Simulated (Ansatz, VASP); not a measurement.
**One calculation of Li2S, two programs**

INCAR

```
PREC = Accurate ; ENCUT = 750
EDIFF = 1E-6 ; ISMEAR = 0
SIGMA = 0.01 ; LREAL = F
LASPH = T ; NELM = 120
ALGO = Normal ; ISIF = 2
LWAVE = F ; LCHARG = F
GGA = PE ; NBANDS = 13
GGA_COMPAT = F
```

Contents of KPOINTS:

```
regular mesh
0
Gamma
  4 4 4
```

Contents of POSCAR:

```
Li2S
1.0
    0.0000000000      2.8351678429      2.8351678429
    2.8351678429      0.0000000000      2.8351678429
    2.8351678429      2.8351678429      0.0000000000
Li S
2 1
Direct
    0.7500000000      0.7500000000      0.7500000000
    0.2500000000      0.2500000000      0.2500000000
    0.0000000000      0.0000000000      0.0000000000
```

Input for Ansatz:

```yaml
crystal:
  lattice:
    - [0.0, 2.8351678429, 2.8351678429]
    - [2.8351678429, 0.0, 2.8351678429]
    - [2.8351678429, 2.8351678429, 0.0]
  atoms:
    - { symbol: Li, position: [0.75, 0.75, 0.75] }
    - { symbol: Li, position: [0.25, 0.25, 0.25] }
    - { symbol: S, position: [0.0, 0.0, 0.0] }
basis:
  ecutwfc: 490
kpoints:
  mp_grid: { grid: [4, 4, 4] }
hamiltonian:
  xc: pbe
scf:
  occupations: { method: fixed }
output:
  forces: true
  stress: true
  eigenvalues: true
```

Alike in both runs: task single point; functional PBE; k mesh 4 × 4 × 4; no spin polarisation.

|  | VASP | Ansatz |
| --- | --- | --- |
| version | VASP 6.6.1 | Ansatz 0.2.0 |
| potentials or method | VASP PAW PBE potentials, release 64 (Li_sv, S), cutoff 750 eV | scalar-relativistic, plane waves, PAW |
| occupations | gaussian, width 0.01 eV | fixed |
| valence electrons in the cell | 12 | 12 |

```tsv
	VASP	Ansatz	Ansatz less VASP
gap on the k mesh at the Fermi level (eV)	3.37	3.38	+0.004
least direct gap on the mesh (eV)	4.34	4.34	-0.001
pressure (GPa)	0.6	0.8	+0.19
```

The k mesh is coarse, so the values compare programs but aren't converged.
